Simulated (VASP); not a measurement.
# AlN (P6_3mc) in VASP: notebook, part 2 of 2

VASP 6.6.1. Earlier steps stand in the parts before.

### 5 Single point, LDA (strain +0.000 along x and y, +0.015 along z)

Contents of INCAR:

```
SYSTEM = AlN
PREC = Accurate ; ENCUT = 520
EDIFF = 1E-7 ; ISMEAR = 0
SIGMA = 0.05 ; LREAL = .FALSE.
LASPH = .TRUE. ; NELM = 100
ALGO = Normal ; ISIF = 2
LWAVE = .FALSE. ; LCHARG = .FALSE.
NBANDS = 16
```

Contents of KPOINTS:

```
regular mesh
0
G
  9 9 6
  0 0 0
```

Contents of POSCAR:

```
AlN
1.0
    3.1110021516      0.0000000000      0.0000000000
   -1.5555010758      2.6942068945      0.0000000000
    0.0000000000      0.0000000000      5.0526700000
Al N
2 2
Direct
    0.3333333333      0.6666666667      0.0000000000
    0.6666666667      0.3333333333      0.5000000000
    0.3333333333      0.6666666667      0.3850000000
    0.6666666667      0.3333333333      0.8850000000
```

Potentials or basis: VASP PAW LDA potentials, release 64 (Al, N).

Command:

```bash
cat potpaw_LDA.64/Al/POTCAR potpaw_LDA.64/N/POTCAR > POTCAR
mpirun -np 1 vasp_std > vasp.out
```

OUTCAR:

```text
SYSTEM = AlN
   PREC = Accurate
   ENCUT = 520
   EDIFF = 1E-7
   ISMEAR = 0
   LREAL = .FALSE.
   LASPH = .TRUE.
   NELM = 100
   ISIF = 2

 ion  position               nearest neighbor table
   1  0.333  0.667  0.000-   4 1.89   4 1.89   4 1.89   3 1.95   2 3.10   2 3.10   2 3.10   2 3.10
                             2 3.10   2 3.10
   2  0.667  0.333  0.500-   3 1.89   3 1.89   3 1.89   4 1.95   1 3.10   1 3.10   1 3.10   1 3.10
                             1 3.10   1 3.10
   3  0.333  0.667  0.385-   2 1.89   2 1.89   2 1.89   1 1.95
   4  0.667  0.333  0.885-   1 1.89   1 1.89   1 1.89   2 1.95

  LATTYP: Found a hexagonal cell.
 ALAT       =     3.1110021516
 C/A-ratio  =     1.6241293814

  Lattice vectors:

 A1 = (   3.1110021516,   0.0000000000,   0.0000000000)
 A2 = (  -1.5555010758,   2.6942068945,   0.0000000000)
 A3 = (   0.0000000000,   0.0000000000,   5.0526700000)

Analysis of symmetry for initial positions (statically):
=====================================================================
 Subroutine PRICEL returns:
 Original cell was already a primitive cell.

 Routine SETGRP: Setting up the symmetry group for a
 hexagonal supercell.

 Subroutine GETGRP returns: Found 12 space group operations
 (whereof  6 operations were pure point group operations)
 out of a pool of 24 trial point group operations.

The static configuration has the point symmetry C_3v.
 The point group associated with its full space group is C_6v.

Analysis of symmetry for dynamics (positions and initial velocities):
=====================================================================
 Subroutine PRICEL returns:
 Original cell was already a primitive cell.

 Routine SETGRP: Setting up the symmetry group for a
 hexagonal supercell.

 Subroutine GETGRP returns: Found 12 space group operations
 (whereof  6 operations were pure point group operations)
 out of a pool of 24 trial point group operations.

The dynamic configuration has the point symmetry C_3v.
 The point group associated with its full space group is C_6v.

[... 119 lines left out ...]
   IALGO  =     38    algorithm
   IMIX   =      4    mixing-type and parameters
     AMIX     =   0.40;   BMIX     =  1.00
     AMIX_MAG =   1.60;   BMIX_MAG =  1.00
  volume/ion in A,a.u.               =      10.59        71.45
  Fermi-wavevector in a.u.,A,eV,Ry     =   1.183489  2.236469 19.056937  1.400645
  Thomas-Fermi vector in A             =   2.319722
   LORBIT       =      0    0 simple, 1 ext, 2 COOP (PROOUT), +10 PAW based schemes
   GGA     = CA    functional components
   LHFCALC =     F    Hartree Fock is set to
   AEXX    =    0.0000 exact exchange contribution
   IVDW    =     0    specifies the selected vdW correction
   LEPSILON=     F    determine dielectric tensor
   LRPA    =     F    only Hartree local field effects (RPA)
 non-spin polarized calculation
 Gauss-broadening in eV      SIGMA  =   0.05
  energy-cutoff  :      520.00
  volume of cell :       42.35
 maximum number of plane-waves:      1182
 NGX is ok and might be reduce to    24
   NGX = 11   NGY = 11   NGZ = 19

 number of electron      16.0000001 magnetization

 Free energy of the ion-electron system (eV)
  ---------------------------------------------------
  ext. energy  EPLUGINS =         0.00000000
  ---------------------------------------------------
  free energy    TOTEN  =       -32.79944969 eV

  energy without entropy =      -32.79944969  energy(sigma->0) =      -32.79944969

 E-fermi :   5.9665     XC(G=0): -11.1852

 val. band max:        5.7615323933   @ k =   0.0000   0.0000   0.0000
 cond. band min:       9.8507166412   @ k =   0.0000   0.0000   0.0000
 fundamental gap:      4.0891842478
 Fermi energy:         5.9665225531

 k-point     1 :       0.0000    0.0000    0.0000
  band No.  band energies     occupation
      1      -9.1898      2.00000
      2      -7.0782      2.00000
      3      -0.2457      2.00000
      4       4.9238      2.00000
      5       4.9238      2.00000
      6       5.5362      2.00000
[... 433 lines left out ...]
      3       1.0610      2.00000
      4       1.5754      2.00000
      5       1.5754      2.00000
      6       2.9945      2.00000
[... 8 lines left out ...]
     15      18.5367      0.00000
     16      20.5202      0.00000

 [... further k-points ...]
[... 5 lines left out ...]
  --------------------------------------------------------------------------------------
  -------------------------------------------------------------------------------------
  Total       -1.0964930     -1.0964930     -2.8461537      0.0000000      0.0000000      0.0000000
  in kB      -41.4824361    -41.4824361   -107.6754602      0.0000000      0.0000000      0.0000000
  external PRESSURE =     -63.5467775 kB  Pullay stress =       0.0000000 kB

 VOLUME and BASIS-vectors are now :
 -----------------------------------------------------------------------------
  energy-cutoff  :      520.00
  volume of cell :       42.35
      direct lattice vectors                 reciprocal lattice vectors
     3.111002152  0.000000000  0.000000000     0.321439829  0.185583372  0.000000000
    -1.555501076  2.694206895  0.000000000     0.000000000  0.371166744  0.000000000
     0.000000000  0.000000000  5.052670000     0.000000000  0.000000000  0.197915162

 POSITION                                       TOTAL-FORCE (eV/Angst)
 -----------------------------------------------------------------------------------
     -0.00000      1.79614      0.00000         0.000000      0.000000      0.320943
      1.55550      0.89807      2.52633         0.000000      0.000000      0.320943
     -0.00000      1.79614      1.94528        -0.000000      0.000000     -0.320943
      1.55550      0.89807      4.47161         0.000000     -0.000000     -0.320943
 -----------------------------------------------------------------------------------
    total drift:                               -0.000000     -0.000000      0.000778

  FREE ENERGIE OF THE ION-ELECTRON SYSTEM (eV)
  ---------------------------------------------------
  free  energy   TOTEN  =       -32.7994496920 eV

  energy  without entropy=      -32.7994496919  energy(sigma->0) =      -32.79944969
```

stdout:

```text
POSCAR found type information on POSCAR AlN
 POSCAR found :  2 types and       4 ions
 scaLAPACK will be used
 LDA part: xc-table for (Slater(with rela. corr.)+CA(PZ))
 , standard interpolation
 POSCAR, INCAR and KPOINTS ok, starting setup
 FFT: planning ... GRIDC
 FFT: planning ... GRID_SOFT
 FFT: planning ... GRID
 WAVECAR not read
 entering main loop
```

It took 37 s on 1 thread of AMD EPYC 7R13, shared host; peak memory 0.12 GiB.

What came out:

```yaml
Free_energy: -32.7994 eV
Pressure: -6.4 GPa
Largest_force: 0.321 eV/Å
Band_gap_on_the_k_mesh: 4.09 eV, direct
```

Forces in eV/Å, atoms in the order of the input:
```
Al   0.000  0.000  0.321
Al   0.000  0.000  0.321
N    0.000  0.000 -0.321
N    0.000  0.000 -0.321
```

Levels at points of the mesh, in eV from the valence-band top:
| k point | band 4 | band 5 | band 6 | band 7 | band 8 | band 9 | band 10 | band 11 | band 12 | band 13 |
| --- | --- | --- | --- | --- | --- | --- | --- | --- | --- | --- |
| (0.00, 0.00, 0.00) | -0.84 | -0.84 | -0.23 | -0.23 | 0.00 | 4.09 | 6.57 | 10.32 | 10.97 | 10.97 |
| (0.00, 0.00, 0.50) | -3.35 | -0.54 | -0.54 | -0.54 | -0.54 | 6.37 | 6.37 | 9.97 | 9.97 | 11.29 |

Caveat: the cell differs from its parent crystal (strain +0.000 along x and y, +0.015 along z).

### 6 Single point, LDA (strain +0.015 along x and y, +0.000 along z)

Contents of INCAR:

```
  PREC = Accurate
  ENCUT = 520
  EDIFF = 1E-6
  ISMEAR = 0
  SIGMA = 0.05
  LREAL = False
  LASPH = True
  NELM = 60
  ALGO = Normal
  ISIF = 2
  LWAVE = False
  LCHARG = False
  GGA = CA
  NBANDS = 16
```

Contents of KPOINTS:

```
Automatic mesh
0
Gamma
  9 9 6
```

Contents of POSCAR:

```
AlN
1.0
    3.1576671839      0.0000000000      0.0000000000
   -1.5788335919      2.7346199979      0.0000000000
    0.0000000000      0.0000000000      4.9780000000
Al N
2 2
Direct
    0.3333333333      0.6666666667      0.0000000000
    0.6666666667      0.3333333333      0.5000000000
    0.3333333333      0.6666666667      0.3850000000
    0.6666666667      0.3333333333      0.8850000000
```

Potentials or basis: VASP PAW LDA potentials, release 64 (Al, N).

Command:

```bash
cat potpaw_LDA.64/Al/POTCAR potpaw_LDA.64/N/POTCAR > POTCAR
mpirun -np 1 vasp_std > vasp.out
```

Wall time 34 s (1 thread of AMD EPYC 7R13, shared host); peak memory 0.12 GiB.

The run converged. Its results:

```yaml
Free_energy: -32.7737 eV
Pressure: -9.5 GPa
Largest_force: 0.042 eV/Å
Band_gap_on_the_k_mesh: 3.89 eV, direct
```

Forces in eV/Å, atoms in the order of the input:
```
Al   0.000  0.000  0.042
Al   0.000  0.000  0.042
N    0.000  0.000 -0.042
N    0.000  0.000 -0.042
```

Stress tensor (GPa, compression positive):
```
-10.97   0.00   0.00
  0.00 -10.97   0.00
  0.00   0.00  -6.58
```

Levels at points of the mesh, in eV from the valence-band top:
| k point | band 5 | band 6 | band 7 | band 8 | band 9 | band 10 | band 11 | band 12 |
| --- | --- | --- | --- | --- | --- | --- | --- | --- |
| (0.00, 0.00, 0.00) | -1.04 | -0.34 | -0.34 | 0.00 | 3.89 | 6.06 | 10.26 | 10.49 |
| (0.00, 0.00, 0.50) | -0.70 | -0.70 | -0.70 | -0.70 | 6.03 | 6.03 | 9.88 | 9.88 |

Caveat: the cell differs from its parent crystal (strain +0.015 along x and y, +0.000 along z).

### 7 Overview

| cell | gap on the mesh (eV) | pressure (GPa) | largest force (eV/Å) |
| --- | --- | --- | --- |
| a = 3.158, b = 3.158, c = 4.829 Å, angles 90.0, 90.0, 120.0°, 4 atoms | 4.06 | -3.9 | 0.40 |
| a = 3.111, b = 3.111, c = 5.127 Å, angles 90.0, 90.0, 120.0°, 4 atoms | 3.99 | -8.7 | 0.41 |
| a = 3.204, b = 3.204, c = 4.829 Å, angles 90.0, 90.0, 120.0°, 4 atoms | 3.77 | -9.1 | 0.53 |
| a = 3.111, b = 3.111, c = 5.053 Å, angles 90.0, 90.0, 120.0°, 4 atoms | 4.09 | -6.4 | 0.32 |
| a = 3.158, b = 3.158, c = 4.978 Å, angles 90.0, 90.0, 120.0°, 4 atoms | 3.89 | -9.5 | 0.04 |

Alike in all rows: task single point; level LDA; potentials or basis VASP PAW LDA potentials, release 64 (Al, N); no spin polarisation; k mesh 9 × 9 × 6; cutoff (eV) 520; smearing gaussian 0.05 eV.

Absolute energies hang on the potentials; compare differences alone.
